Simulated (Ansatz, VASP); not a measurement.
## One calculation of LaAg2Ge2, two programs

```xyz
5
Lattice="-2.1427 2.1427 5.3425 2.1427 -2.1427 5.3425 2.1427 2.1427 -5.3425" Properties=species:S:1:pos:R:3 pbc="T T T"
La    0.0000    0.0000    0.0000
Ag    0.0000    2.1427    2.6712
Ag    2.1427    0.0000    2.6712
Ge    0.0000    0.0000    4.1288
Ge    0.0000    0.0000    6.5561
```

Alike in both runs: task single point; functional LDA; k mesh 12 × 12 × 12; occupations gaussian, width 0.1 eV; no spin polarisation.

|  | VASP | Ansatz |
| --- | --- | --- |
| version | VASP 6.6.1 | Ansatz 0.2.0 |
| potentials or method | VASP PAW LDA potentials, release 64 (La, Ag, Ge_d), cutoff 520 eV | scalar-relativistic, plane waves, PAW |
| valence electrons in the cell | 61 | 77 |

```csv
,VASP,Ansatz,Ansatz less VASP
gap on the k mesh at the Fermi level (eV),none,none,-
pressure (GPa),0.2,0.0,-0.15
rms of the force components (eV/Å),0.007,0.001,-0.0062
```

LDA's correlation is that of Perdew and Zunger in VASP and of Perdew and Wang (1992) in Ansatz. Atom by atom the forces differ by 0.007 eV/Å (rms over components). A gap of «none» marks a metal or a gap that the smearing closes. VASP's potentials hold 61 valence electrons a cell and Ansatz's 77, so a difference there can come from the potentials and not from the codes.

Spin-orbit coupling is off throughout.
